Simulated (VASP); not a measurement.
# ZnO (P6_3mc) in VASP: further runs

Runs on ZnO. Level: PBEsol. Tasks: relaxation of cell and atoms.

Program: VASP 6.6.1. These are calculated values, not measurements. Logs are shortened: lines on timing, memory, paths and dates and some standing lists are left out, and cuts for length are marked.

**1. The cell of the first run**

Symmetry: P6_3mc, No. 186, hexagonal system. The conventional cell has a = 3.230 Å, b = 3.230 Å, c = 5.214 Å, α = 90.00°, β = 90.00°, γ = 120.00°. Within 2.6 Å of Zn (site symmetry 3m) lie 4 O at 1.97 to 1.98 Å. O (site symmetry 3m) has 4 Zn at 1.97 to 1.98 Å within 2.6 Å.

**2. Relaxation of cell and atoms, PBEsol, target pressure 10 GPa, at which the enthalpy is minimised**

INCAR

```
  PREC = Accurate
  ENCUT = 600
  EDIFF = 1E-7
  ISMEAR = 0
  SIGMA = 0.01
  LREAL = F
  LASPH = T
  NELM = 100
  ALGO = Normal
  ISIF = 3
  LWAVE = F
  LCHARG = F
  GGA = PS
  IBRION = 2
  NSW = 100
  EDIFFG = -0.002
  PSTRESS = 100.0
```

KPOINTS

```
Automatic mesh
0
Gamma
  8 8 4
```

POSCAR

```
ZnO
1.0
    3.2300090304      0.0000000000      0.0000000000
   -1.6150045152      2.7972698748      0.0000000000
    0.0000000000      0.0000000000      5.2143445338
Zn O
2 2
Direct
    0.3333333333      0.6666666667      0.5000406004
    0.6666666667      0.3333333333      0.0000406004
    0.6666666667      0.3333333333      0.3789693995
    0.3333333333      0.6666666667      0.8789693996
```

Potentials or basis: VASP PAW PBE potentials, release 64 (Zn, O).

Command:

```bash
$ cat potpaw_PBE.64/Zn/POTCAR potpaw_PBE.64/O/POTCAR > POTCAR
$ mpirun -np 1 vasp_std > vasp.out
```

OUTCAR:

```text
PREC = Accurate
   ENCUT = 600
   EDIFF = 1E-7
   ISMEAR = 0
   LREAL = F
   LASPH = T
   NELM = 100
   ISIF = 3
   GGA = PS
   IBRION = 2
   NSW = 100
   EDIFFG = -0.002
   PSTRESS = 100.0

 ion  position               nearest neighbor table
   1  0.333  0.667  0.500-   3 1.97   3 1.97   3 1.97   4 1.98
   2  0.667  0.333  0.000-   4 1.97   4 1.97   4 1.97   3 1.98
   3  0.667  0.333  0.379-   1 1.97   1 1.97   1 1.97   2 1.98
   4  0.333  0.667  0.879-   2 1.97   2 1.97   2 1.97   1 1.98

  LATTYP: Found a hexagonal cell.
 ALAT       =     3.2300090304
 C/A-ratio  =     1.6143436395

  Lattice vectors:

 A1 = (   3.2300090304,   0.0000000000,   0.0000000000)
 A2 = (  -1.6150045152,   2.7972698748,   0.0000000000)
 A3 = (   0.0000000000,   0.0000000000,   5.2143445338)

Analysis of symmetry for initial positions (statically):
=====================================================================
 Subroutine PRICEL returns:
 Original cell was already a primitive cell.

 Routine SETGRP: Setting up the symmetry group for a
 hexagonal supercell.

 Subroutine GETGRP returns: Found 12 space group operations
 (whereof  6 operations were pure point group operations)
 out of a pool of 24 trial point group operations.

The static configuration has the point symmetry C_3v.
 The point group associated with its full space group is C_6v.

Analysis of symmetry for dynamics (positions and initial velocities):
=====================================================================
 Subroutine PRICEL returns:
 Original cell was already a primitive cell.

 Routine SETGRP: Setting up the symmetry group for a
 hexagonal supercell.

 Subroutine GETGRP returns: Found 12 space group operations
 (whereof  6 operations were pure point group operations)
 out of a pool of 24 trial point group operations.

The dynamic configuration has the point symmetry C_3v.
 The point group associated with its full space group is C_6v.

 Subroutine INISYM returns: Found 12 space group operations
 (whereof  6 operations are pure point group operations),
 and found     1 'primitive' translations

----------------------------------------------------------------------------------------

                                     Primitive cell

  volume of cell :      47.1127

[... 91 lines left out ...]
   NELM   =    100;   NELMIN=  2; NELMDL= -5     # of ELM steps
   EDIFF  = 0.1E-06   stopping-criterion for ELM
   LREAL  =      F    real-space projection
   EDIFFG = -.2E-02   stopping-criterion for IOM
   NSW    =    100    number of steps for IOM
   IBRION =      2    ionic relax: 0-MD 1-quasi-New 2-CG
   NFREE  =      1    steps in history (QN), initial steepest desc. (CG)
   ISIF   =      3    stress and relaxation
   ISYM   =      2    0-nonsym 1-usesym 2-fastsym
   POTIM  = 0.5000    time-step for ionic-motion
   TEBEG  =    0.0;   TEEND  =   0.0 temperature during run
   PSTRESS=  100.0 pullay stress
   NELECT =      36.0000    total number of electrons
   NUPDOWN=      -1.0000    fix difference up-down
   EMIN   =  10.00;   EMAX   =-10.00  energy-range for DOS
   EFERMI =   0.00;   METHOD = LEGACY
   ISMEAR =     0;   SIGMA  =   0.01  broadening in eV -4-tet -1-fermi 0-gaus
   EFERMI_NEDOS =   21; number of points for ismear=-14 and -15
   IALGO  =     38    algorithm
   IMIX   =      4    mixing-type and parameters
     AMIX     =   0.40;   BMIX     =  1.00
     AMIX_MAG =   1.60;   BMIX_MAG =  1.00
  volume/ion in A,a.u.               =      11.78        79.48
  Fermi-wavevector in a.u.,A,eV,Ry     =   1.496683  2.828320 30.477852  2.240059
  Thomas-Fermi vector in A             =   2.608668
   LORBIT       =      0    0 simple, 1 ext, 2 COOP (PROOUT), +10 PAW based schemes
   GGA     = PS    functional components
   LHFCALC =     F    Hartree Fock is set to
   AEXX    =    0.0000 exact exchange contribution
   IVDW    =     0    specifies the selected vdW correction
   LEPSILON=     F    determine dielectric tensor
   LRPA    =     F    only Hartree local field effects (RPA)
 conjugate gradient relaxation of ions
 non-spin polarized calculation
 Gauss-broadening in eV      SIGMA  =   0.01
  energy-cutoff  :      600.00
  volume of cell :       47.11
 maximum number of plane-waves:      1592
 NGX is ok and might be reduce to    28
   NGX = 13   NGY = 13   NGZ = 21

--------------------------------------- Ionic step        1  -------------------------------------------

 number of electron      36.0000008 magnetization

 Free energy of the ion-electron system (eV)
  ---------------------------------------------------
  ext. energy  EPLUGINS =         0.00000000
  ---------------------------------------------------
  free energy    TOTEN  =       -19.41358647 eV

  energy without entropy =      -19.41358647  energy(sigma->0) =      -19.41358647

------------------------ aborting loop because EDIFF is reached ----------------------------------------

  FORCE on cell =-STRESS in cart. coord.  units (eV):
  Direction    XX          YY          ZZ          XY          YZ          ZX
  --------------------------------------------------------------------------------------
  -------------------------------------------------------------------------------------
  Total        0.2505056      0.2505056      0.2510311      0.0000000      0.0000000      0.0000000
  in kB        8.5190293      8.5190293      8.5369027      0.0000000      0.0000000      0.0000000
  external PRESSURE =     -91.4750129 kB  Pullay stress =     100.0000000 kB
[... 227 lines left out ...]
--------------------------------------- Ionic step        7  -------------------------------------------

 number of electron      35.9999992 magnetization

 Free energy of the ion-electron system (eV)
  ---------------------------------------------------
  ext. energy  EPLUGINS =         0.00000000
  ---------------------------------------------------
  free energy    TOTEN  =       -19.33180462 eV

  energy without entropy =      -19.33180462  energy(sigma->0) =      -19.33180462

 E-fermi :   1.7429     XC(G=0): -11.5405

 val. band max:        1.6720358418   @ k =   0.0000   0.0000   0.0000
 cond. band min:       2.4407090811   @ k =   0.0000   0.0000   0.0000
 fundamental gap:      0.7686732394
 Fermi energy:         1.7429368908

 k-point     1 :       0.0000    0.0000    0.0000
  band No.  band energies     occupation
      1     -16.9342      2.00000
      2     -16.0879      2.00000
      3      -4.5965      2.00000
      4      -4.3990      2.00000
      5      -4.3990      2.00000
      6      -4.3497      2.00000
[... 589 lines left out ...]
     21      10.6125      0.00000
     22      10.6125      0.00000

 [... further k-points ...]
[... 5 lines left out ...]
  --------------------------------------------------------------------------------------
  -------------------------------------------------------------------------------------
  Total        2.7861766      2.7861766      2.7870895      0.0000000      0.0000000      0.0000000
  in kB      100.1041233    100.1041233    100.1369258      0.0000000      0.0000000      0.0000000
  external PRESSURE =       0.1150574 kB  Pullay stress =     100.0000000 kB
[... 23 lines left out ...]
  energy  without entropy=      -19.3318046193  energy(sigma->0) =      -19.33180462

  enthalpy is  TOTEN    =       -16.5485261011 eV   P V=        2.7832785181

 reached required accuracy - stopping structural energy minimisation
```

CONTCAR:

```text
ZnO
   1.00000000000000
     3.1714313546674009    0.0000000000000000    0.0000000000000000
    -1.5857156773337004    2.7465401195212515    0.0000000000000000
     0.0000000000000000   -0.0000000000000000    5.1194816090461224
  Zn              O
     2     2
Direct
     0.3333333332999970    0.6666666667000030    0.5000618732453667
     0.6666666667000030    0.3333333332999970    0.0000618732453668
     0.6666666667000030    0.3333333332999970    0.3789481266546323
     0.3333333332999970    0.6666666667000030    0.8789481267546343

  0.00000000E+00  0.00000000E+00  0.00000000E+00
  0.00000000E+00  0.00000000E+00  0.00000000E+00
  0.00000000E+00  0.00000000E+00  0.00000000E+00
  0.00000000E+00  0.00000000E+00  0.00000000E+00
```

Wall time 3.7 min (1 thread of Intel Xeon 8259CL, shared host); peak memory 0.21 GiB.

What came out:

```yaml
Free_energy: -19.3318 eV
Relaxed_volume: 11.15 Å³/atom
Relaxed_cell: a = 3.171 Å, b = 3.171 Å, c = 5.119 Å, α = 90.00°, β = 90.00°, γ = 120.00°
Space_group_after_relaxing_to_0.1_Å: P6_3mc (No. 186)
Energy_change_on_relaxing_the_run_minimises_the_enthalpy: +20.4 meV/atom
Ionic_steps: 7
Pressure_after_relaxing: 10.0 GPa
Band_gap_on_the_k_mesh: 0.77 eV
```

The path:
```
step  energy change (eV)  largest force (eV/Å)  pressure (GPa)  volume (Å³)
   1              0.0000                0.0005            0.85        47.11
   2              0.2543                0.0081           19.11        42.67
   3              0.0806                0.0042            9.97        44.61
   4              0.0836                0.0043           10.14        44.56
   5              0.0800                0.0005            9.94        44.62
   6              0.0812                0.0011            9.95        44.60
   7              0.0818                0.0019           10.01        44.59
```

Final structure:
```
CELL_PARAMETERS angstrom
3.17143 0.00000 0.00000
-1.58572 2.74654 0.00000
0.00000 0.00000 5.11948
ATOMIC_POSITIONS crystal
Zn 0.33333 0.66667 0.50006
Zn 0.66667 0.33333 0.00006
O 0.66667 0.33333 0.37895
O 0.33333 0.66667 0.87895
```

Levels at points of the mesh, in eV from the valence-band top:
```
           k point  band 16  band 17  band 18  band 19  band 20  band 21
(0.00, 0.00, 0.00)    -0.11     0.00     0.00     0.77     5.35     8.28
(0.50, 0.00, 0.00)    -2.51    -1.42    -0.93     5.96     6.78     7.49
(0.00, 0.00, 0.50)    -0.44    -0.44    -0.44     3.50     3.50    10.17
(0.50, 0.00, 0.50)    -1.66    -1.52    -1.52     5.66     5.66     8.72
```

Caveat: the cell is relaxed towards a set pressure, so the run minimises the enthalpy, not the energy; the PAW data sets were made with another functional, which shifts forces and pressure a little.

**3. Relaxation of cell and atoms, PBEsol, target pressure 15 GPa, at which the enthalpy is minimised**

INCAR

```
SYSTEM = ZnO
PREC = Accurate
ENCUT = 600
EDIFF = 1E-6
ISMEAR = 0
SIGMA = 0.01
LREAL = .False.
LASPH = .True.
NELM = 80
ALGO = Normal
ISIF = 3
LWAVE = .False.
LCHARG = .False.
GGA = PS
IBRION = 2
NSW = 100
EDIFFG = -0.002
PSTRESS = 150.0
```

KPOINTS

```
Automatic mesh
0
Gamma
  8 8 4
  0 0 0
```

POSCAR is that of step 2.

Potentials or basis: VASP PAW PBE potentials, release 64 (Zn, O).

Command:

```bash
$ cat potpaw_PBE.64/Zn/POTCAR potpaw_PBE.64/O/POTCAR > POTCAR
$ mpirun -np 1 vasp_std > vasp.out
```

Run time: 4 min. Hardware: 1 thread of Intel Xeon 8259CL, shared host; peak memory 0.2 GiB.

The run converged. Its results:

```
Free energy                                                : -19.2444 eV
Relaxed volume                                             : 10.87 Å³/atom
Relaxed cell                                               : a = 3.145 Å, b = 3.145 Å, c = 5.076 Å, α = 90.00°, β = 90.00°, γ = 120.00°
Space group after relaxing (to 0.1 Å)                      : P6_3mc (No. 186)
Energy change on relaxing (the run minimises the enthalpy) : +42.3 meV/atom
Ionic steps                                                : 8
Pressure after relaxing                                    : 15.0 GPa
Band gap on the k mesh                                     : 0.80 eV
```

Step by step:
```
step  energy change (eV)  largest force (eV/Å)  pressure (GPa)  volume (Å³)
   1              0.0000                0.0006            0.81        47.11
   2              0.6296                0.0148           33.17        40.35
   3              0.1628                0.0063           14.75        43.54
   4              0.1692                0.0064           14.98        43.47
   5              0.1760                0.0066           15.31        43.40
   6              0.1645                0.0017           14.88        43.52
   7              0.1667                0.0000           14.88        43.50
   8              0.1692                0.0018           15.00        43.47
```

Final structure:
```cif
data_structure
_symmetry_space_group_name_H-M 'P 1'
_symmetry_Int_Tables_number 1
_cell_length_a 3.1447
_cell_length_b 3.1447
_cell_length_c 5.0761
_cell_angle_alpha 90.000
_cell_angle_beta 90.000
_cell_angle_gamma 120.000
_cell_volume 43.47
loop_
_atom_site_label
_atom_site_type_symbol
_atom_site_fract_x
_atom_site_fract_y
_atom_site_fract_z
_atom_site_occupancy
Zn1 Zn 0.33333 0.66667 0.50008 1
Zn2 Zn 0.66667 0.33333 0.00008 1
O1 O 0.66667 0.33333 0.37893 1
O2 O 0.33333 0.66667 0.87893 1
```

Levels at points of the mesh, in eV from the valence-band top:
| k point | band 14 | band 15 | band 16 | band 17 | band 18 | band 19 | band 20 | band 21 | band 22 |
| --- | --- | --- | --- | --- | --- | --- | --- | --- | --- |
| (0.00, 0.00, 0.00) | -0.91 | -0.91 | -0.12 | 0.00 | 0.00 | 0.80 | 5.45 | 8.36 | 13.23 |
| (0.50, 0.00, 0.00) | -3.84 | -3.12 | -2.60 | -1.46 | -0.97 | 6.07 | 6.81 | 7.51 | 9.04 |
| (0.00, 0.00, 0.50) | -2.34 | -0.45 | -0.45 | -0.45 | -0.45 | 3.56 | 3.56 | 10.27 | 10.27 |
| (0.50, 0.00, 0.50) | -3.96 | -1.72 | -1.72 | -1.57 | -1.57 | 5.69 | 5.69 | 8.86 | 8.86 |

Caveat: the cell is relaxed towards a set pressure, so the run minimises the enthalpy, not the energy; the PAW data sets were made with another functional, which shifts forces and pressure a little.
